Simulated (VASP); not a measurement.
The system is SiNi.

```xyz
4
Lattice="3.0005 0.0000 0.0000 0.0000 3.3447 0.0000 0.0000 0.0000 4.7692" Properties=species:S:1:pos:R:3 pbc="T T T"
Ni    1.5002    1.6723    1.6334
Ni    0.0000    0.0000    3.1358
Si    1.5002    1.6723    4.0211
Si    0.0000    0.0000    0.7481
```

Base run:

```yaml
Program: VASP 6.6.1
Functional: BLYP
Potentials_or_basis: VASP PAW PBE potentials, release 64 (Ni, Si)
Cutoff: 520 eV
k_mesh: 9 × 8 × 6
Occupations: fermi-dirac, width 0.05 eV
Spin: collinear spin, ferromagnetic start
Starting_moments: "[1.0, 1.0, 0.0, 0.0] μB"
```

Its results: band gap on the k mesh zero (filled and empty bands overlap); pressure 4.9 GPa; net moment 0.00 μB per cell; largest force 0.254 eV/Å.

Question: The run is repeated on the same cell with these changes: functional from BLYP to LDA; potentials or basis from VASP PAW PBE potentials, release 64 (Ni, Si) to VASP PAW LDA potentials, release 64 (Ni, Si). What comes out?

Answer: Band gap on the k mesh zero (filled and empty bands overlap); pressure -14.3 GPa; net moment 0.00 μB per cell; largest force 0.333 eV/Å.

Caveats: the PAW data sets were made with another functional, which shifts forces and pressure a little (some runs).
